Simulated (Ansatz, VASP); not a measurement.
This is a calculation of GaP for Ansatz 0.2.0.

File input.yaml:

```yaml
crystal:
  lattice:
    - [1.9811231871, 1.1438020054, 6.5569364368]
    - [-1.9811231871, 1.1438020054, 6.5569364368]
    - [0.0, -2.2876040107, 6.5569364368]
  atoms:
    - { symbol: Ga, position: [0.564628, 0.564628, 0.564628] }
    - { symbol: Ga, position: [0.435372, 0.435372, 0.435372] }
    - { symbol: P, position: [0.942611, 0.942611, 0.942611] }
    - { symbol: P, position: [0.057389, 0.057389, 0.057389] }
kpoints:
  mp_grid: { grid: [8, 8, 8] }
scf:
  occupations: { method: fermi_dirac, width: 0.05 }
hamiltonian:
  xc: pbe
  pseudopotentials: { kind: all_electron, lapw: { basis_error: 0.001 } }
output:
  forces: true
  stress: true
  eigenvalues: true
```

Potentials or basis: all-electron LAPW, scalar-relativistic.

Command:

```bash
$ ansatz run input.yaml --threads 2 --pin off --max-ram 6144MiB --backend cpu --events-out ev --progress --plain --runs-dir out
```

Q: Set up the same calculation for VASP 6.6.1. Potentials there: VASP PAW PBE potentials, release 64 (Ga_d, P).

A: As run (the cutoff follows the program's own potentials):

File INCAR:

```
SYSTEM = GaP
ALGO = Normal ; EDIFF = 1E-6
ENCUT = 520 ; GGA = PE
ISIF = 2 ; ISMEAR = -1
LASPH = .TRUE. ; LCHARG = .TRUE.
LELF = .TRUE. ; LREAL = .FALSE.
LVHAR = .TRUE. ; LWAVE = .FALSE.
NBANDS = 26 ; NELM = 60
PREC = Accurate ; SIGMA = 0.05
```

File KPOINTS:

```
k-points
0
G
  8 8 8
  0 0 0
```

Contents of POSCAR:

```
GaP
1.0
    1.9811231871      1.1438020054      6.5569364368
   -1.9811231871      1.1438020054      6.5569364368
    0.0000000000     -2.2876040107      6.5569364368
Ga P
2 2
Direct
    0.5646280000      0.5646280000      0.5646280000
    0.4353720000      0.4353720000      0.4353720000
    0.9426110000      0.9426110000      0.9426110000
    0.0573890000      0.0573890000      0.0573890000
```

Potentials or basis: VASP PAW PBE potentials, release 64 (Ga_d, P).

Run with:

```bash
$ cat potpaw_PBE.64/Ga_d/POTCAR potpaw_PBE.64/P/POTCAR > POTCAR
$ mpirun -np 1 vasp_std > vasp.out
```

Both were run:

|  | VASP | Ansatz | Ansatz less VASP |
| --- | --- | --- | --- |
| gap on the k mesh at the Fermi level (eV) | 0.79 | 0.79 | -0.004 |
| least direct gap on the mesh (eV) | 0.96 | 0.97 | +0.008 |
| pressure (GPa) | -3.6 | -3.6 | +0.01 |
| traceless stress, the component that is largest in VASP (GPa) | -0.40 | -0.34 | +0.066 |
| rms of the force components (eV/Å) | 0.049 | 0.035 | -0.0145 |

Atom by atom the forces differ by 0.015 eV/Å (rms over components). Ansatz ran all-electron here, and VASP with PAW potentials.
